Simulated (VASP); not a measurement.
Here is a VASP 6.6.1 calculation.

INCAR

```
  PREC = Accurate
  ENCUT = 500
  EDIFF = 1E-6
  ISMEAR = -1
  SIGMA = 0.01
  LREAL = F
  LASPH = T
  NELM = 120
  ALGO = Normal
  ISIF = 2
  LWAVE = F
  LCHARG = F
  GGA = PE
  NBANDS = 17
  GGA_COMPAT = F
```

File KPOINTS:

```
regular mesh
0
Gamma
  7 7 7
```

POSCAR

```
PbS
1.0
    0.0000000000      2.9650000000      2.9650000000
    2.9650000000      0.0000000000      2.9650000000
    2.9650000000      2.9650000000      0.0000000000
Pb S
1 1
Direct
    0.0000000000      0.0000000000      0.0000000000
    0.4662731872      0.5337268128      0.5337268128
```

Potentials or basis: VASP PAW PBE potentials, release 64 (Pb_d, S).

Command:

```bash
$ cat potpaw_PBE.64/Pb_d/POTCAR potpaw_PBE.64/S/POTCAR > POTCAR
$ mpirun -np 1 vasp_std > vasp.out
```

Problem. Predict the pressure.

Solution. 2.8 GPa.

Problem. What does it give for the band gap on the k mesh?

Solution. 1.12 eV.

Forces in eV/Å, atoms in the order of the input:
```
Pb   0.218  0.000  0.000
S   -0.218  0.000  0.000
```

Caveat: the cell differs from its parent crystal (atom 2 (S) moved by [0.2, 0.0, 0.0] A); spin-orbit coupling is left out, which moves the levels of the heavy elements; an odd mesh through Γ misses points on the zone boundary, where band edges can lie.
